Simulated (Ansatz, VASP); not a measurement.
**BiSbSe: VASP beside Ansatz**

```
Sb Bi Se
1.0
     4.88000    0.00000    0.00000
    -2.44000    4.22620    0.00000
     0.00000    0.00000    4.76428
Sb Bi Se
1 1 1
Direct
  0.66667 0.33333 0.50000
  0.00000 0.00000 0.00000
  0.33333 0.66667 0.50000
```

Change from the starting cell: volume scaled by 1.04.

Alike in both runs: task single point; functional PBE; k mesh 7 × 7 × 6; occupations fermi-dirac, width 0.05 eV; no spin polarisation.

|  | VASP | Ansatz |
| --- | --- | --- |
| version | VASP 6.6.1 | Ansatz 0.2.0 |
| potentials or method | VASP PAW PBE potentials, release 64 (Sb, Bi_d, Se), cutoff 520 eV | all-electron LAPW, scalar-relativistic |

```tsv
	VASP	Ansatz	Ansatz less VASP
gap on the k mesh at the Fermi level (eV)	none	none	-
pressure (GPa)	-2.6	-2.6	+0.06
traceless stress, the component that is largest in VASP (GPa)	-3.52	-3.54	-0.019
```

A gap of «none» marks a metal or a gap that the smearing closes. Ansatz ran all-electron here, and VASP with PAW potentials.

Neither program's run includes spin-orbit coupling.
